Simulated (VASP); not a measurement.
# V (P6_3/mmc) in VASP: notebook, part 2 of 2

VASP 6.6.1. The steps go on from the part before.

## (5) Relaxation of cell and atoms, PBEsol

This run uses another cell than the first one, of 13.40 Å³/atom, 0.896 times its volume.

Contents of INCAR:

```
PREC = Accurate
ENCUT = 600
EDIFF = 1E-6
ISMEAR = 0
SIGMA = 0.1
LREAL = F
LASPH = T
NELM = 100
ALGO = Normal
ISIF = 3
LWAVE = F
LCHARG = F
GGA = PS
IBRION = 2
NSW = 100
EDIFFG = -0.01
```

Contents of KPOINTS:

```
Automatic mesh
0
Gamma
  18 18 6
```

Contents of POSCAR:

```
V
1.0
    2.7844621838      0.0000000000      0.0000000000
   -1.3922310919      2.4114149871      0.0000000000
    0.0000000000      0.0000000000      7.9850656585
V
4
Direct
    0.3333333333      0.6666666667      0.3813200943
    0.6666666667      0.3333333333      0.8813200943
    0.6666666667      0.3333333333      0.6186799057
    0.3333333333      0.6666666667      0.1186799057
```

Potentials or basis: VASP PAW PBE potentials, release 64 (V_sv).

Started as:

```bash
cat potpaw_PBE.64/V_sv/POTCAR > POTCAR
mpirun -np 1 vasp_std > vasp.out
```

OUTCAR:

```text
PREC = Accurate
   ENCUT = 600
   EDIFF = 1E-6
   ISMEAR = 0
   LREAL = F
   LASPH = T
   NELM = 100
   ISIF = 3
   GGA = PS
   IBRION = 2
   NSW = 100
   EDIFFG = -0.01

 ion  position               nearest neighbor table
   1  0.333  0.667  0.381-   4 2.10   3 2.49   3 2.49   3 2.49
   2  0.667  0.333  0.881-   3 2.10   4 2.49   4 2.49   4 2.49
   3  0.667  0.333  0.619-   2 2.10   1 2.49   1 2.49   1 2.49
   4  0.333  0.667  0.119-   1 2.10   2 2.49   2 2.49   2 2.49

  LATTYP: Found a hexagonal cell.
 ALAT       =     2.7844621838
 C/A-ratio  =     2.8677227886

  Lattice vectors:

 A1 = (   2.7844621838,   0.0000000000,   0.0000000000)
 A2 = (  -1.3922310919,   2.4114149871,   0.0000000000)
 A3 = (   0.0000000000,   0.0000000000,   7.9850656585)

Analysis of symmetry for initial positions (statically):
=====================================================================
 Subroutine PRICEL returns:
 Original cell was already a primitive cell.

 Routine SETGRP: Setting up the symmetry group for a
 hexagonal supercell.

 Subroutine GETGRP returns: Found 24 space group operations
 (whereof 12 operations were pure point group operations)
[... 174 lines left out ...]
------------------------ aborting loop because EDIFF is reached ----------------------------------------

  FORCE on cell =-STRESS in cart. coord.  units (eV):
  Direction    XX          YY          ZZ          XY          YZ          ZX
  --------------------------------------------------------------------------------------
  -------------------------------------------------------------------------------------
  Total       -0.3038307     -0.3038307      1.8872775      0.0000000      0.0000000      0.0000000
  in kB       -9.0792593     -9.0792593     56.3968158      0.0000000      0.0000000      0.0000000
  external PRESSURE =      12.7460991 kB  Pullay stress =       0.0000000 kB
[... 101 lines left out ...]
--------------------------------------- Ionic step        4  -------------------------------------------

 number of electron      52.0000018 magnetization

 E-fermi :  10.0578     XC(G=0): -13.0269

 val. band max:       10.0547217678   @ k =   0.0556   0.0556   0.5000
 cond. band min:      10.0669896633   @ k =   0.5000   0.0000   0.3333
 fundamental gap:      0.0122678955
 Fermi energy:        10.0577581281

 k-point     1 :       0.0000    0.0000    0.0000
  band No.  band energies     occupation
      1     -53.8695      2.00000
      2     -53.6946      2.00000
      3     -53.5960      2.00000
      4     -53.4122      2.00000
      5     -28.6647      2.00000
      6     -28.0108      2.00000
[... 920 lines left out ...]
--------------------------------------- Ionic step        7  -------------------------------------------

 number of electron      52.0000012 magnetization

 Free energy of the ion-electron system (eV)
  ---------------------------------------------------
  ext. energy  EPLUGINS =         0.00000000
  ---------------------------------------------------
  free energy    TOTEN  =       -36.88401984 eV

  energy without entropy =      -36.86635212  energy(sigma->0) =      -36.87518598

 E-fermi :   9.9909     XC(G=0): -12.9999

 val. band max:        9.9908420287   @ k =   0.0556   0.0556   0.5000
 cond. band min:      10.0005031840   @ k =   0.1111   0.0000   0.3333
 fundamental gap:      0.0096611553
 Fermi energy:         9.9908508724

 k-point     1 :       0.0000    0.0000    0.0000
  band No.  band energies     occupation
      1     -53.9377      2.00000
      2     -53.7678      2.00000
      3     -53.6554      2.00000
      4     -53.4766      2.00000
      5     -28.7377      2.00000
      6     -28.0982      2.00000
[... 838 lines left out ...]
  FREE ENERGIE OF THE ION-ELECTRON SYSTEM (eV)
  ---------------------------------------------------
  free  energy   TOTEN  =       -36.8840198354 eV

  energy  without entropy=      -36.8663521236  energy(sigma->0) =      -36.87518598

 reached required accuracy - stopping structural energy minimisation
```

It took 26 min on 1 thread of AMD EPYC 7R43 (Zen 3), shared host; peak memory 0.32 GiB.

Results:

- Free energy: -36.8840 eV
- Relaxed volume: 13.45 Å³/atom
- Relaxed cell: a = 2.745 Å, b = 2.745 Å, c = 8.242 Å, α = 90.00°, β = 90.00°, γ = 120.00°
- Space group after relaxing (to 0.05 Å): P6_3/mmc (No. 194)
- Energy gained by relaxing: 8.1 meV/atom
- Ionic steps: 7
- Pressure after relaxing: 0.0 GPa
- Band gap on the k mesh: zero (band 26 reaches 10.07 eV, above the bottom of band 27 at 9.94 eV)

Forces in eV/Å, atoms in the order of the input:
```
V    0.000  0.000 -0.002
V    0.000  0.000 -0.002
V    0.000  0.000  0.002
V    0.000  0.000  0.002
```

The path:
| step | energy change (eV) | largest force (eV/Å) | pressure (GPa) | volume (Å³) |
| --- | --- | --- | --- | --- |
| 1 | 0.0000 | 0.0653 | 1.27 | 53.62 |
| 2 | -0.0232 | 0.0906 | -1.69 | 54.43 |
| 3 | -0.0233 | 0.1022 | -2.02 | 54.50 |
| 4 | -0.0309 | 0.1132 | 0.96 | 53.55 |
| 5 | -0.0317 | 0.1105 | 0.23 | 53.77 |
| 6 | -0.0323 | 0.0536 | -0.07 | 53.82 |
| 7 | -0.0325 | 0.0020 | 0.04 | 53.80 |

Final structure:
```
CELL_PARAMETERS angstrom
2.74545 0.00000 0.00000
-1.37272 2.37763 0.00000
0.00000 0.00000 8.24249
ATOMIC_POSITIONS crystal
V 0.33333 0.66667 0.38098
V 0.66667 0.33333 0.88098
V 0.66667 0.33333 0.61902
V 0.33333 0.66667 0.11902
```

Levels at points of the mesh, in eV from the Fermi level:
| k point | band 23 | band 24 | band 25 | band 26 | band 27 | band 28 | band 29 | band 30 |
| --- | --- | --- | --- | --- | --- | --- | --- | --- |
| (0.00, 0.00, 0.00) | -0.37 | -0.37 | -0.33 | -0.33 | 0.33 | 0.33 | 0.57 | 0.57 |
| (0.50, 0.00, 0.00) | -1.39 | -1.17 | -0.78 | -0.66 | 1.09 | 1.10 | 1.24 | 1.40 |
| (0.00, 0.00, 0.50) | -0.13 | -0.13 | -0.13 | -0.13 | 0.04 | 0.04 | 0.04 | 0.04 |
| (0.50, 0.00, 0.50) | -1.11 | -1.11 | -0.27 | -0.27 | 0.47 | 0.47 | 1.99 | 1.99 |

Caveat: the PAW data sets were made with another functional, which shifts forces and pressure a little.

## (6) Summary

```tsv
task	spin	cell	k mesh	cutoff (eV)	gap on the mesh (eV)	pressure (GPa)	relaxed volume (Å³/atom)
single point	collinear, ferromagnetic start	a = 2.938, b = 2.938, c = 8.002 Å, angles 90.0, 90.0, 120.0°, 4 atoms	9 × 9 × 2	520	none	120.9	-
single point	off	a = 4.131, b = 4.131, c = 4.096 Å, angles 90.0, 90.0, 120.0°, 4 atoms	15 × 15 × 12	520	none	1.0	-
relaxation of cell and atoms	off	relaxed from a = 2.610, b = 2.610, c = 9.038 Å, angles 90.0, 90.0, 120.0°, 4 atoms	21 × 21 × 6	600	none	-0.1	13.35
relaxation of cell and atoms	off	relaxed from a = 2.784, b = 2.784, c = 7.985 Å, angles 90.0, 90.0, 120.0°, 4 atoms	18 × 18 × 6	600	none	0.0	13.45
```

Alike in all rows: level PBEsol; potentials or basis VASP PAW PBE potentials, release 64 (V_sv); smearing gaussian 0.1 eV.

Caveats: some runs use coarse meshes; the PAW data sets were made with another functional, which shifts forces and pressure a little.

Absolute energies hang on the potentials; compare differences alone.
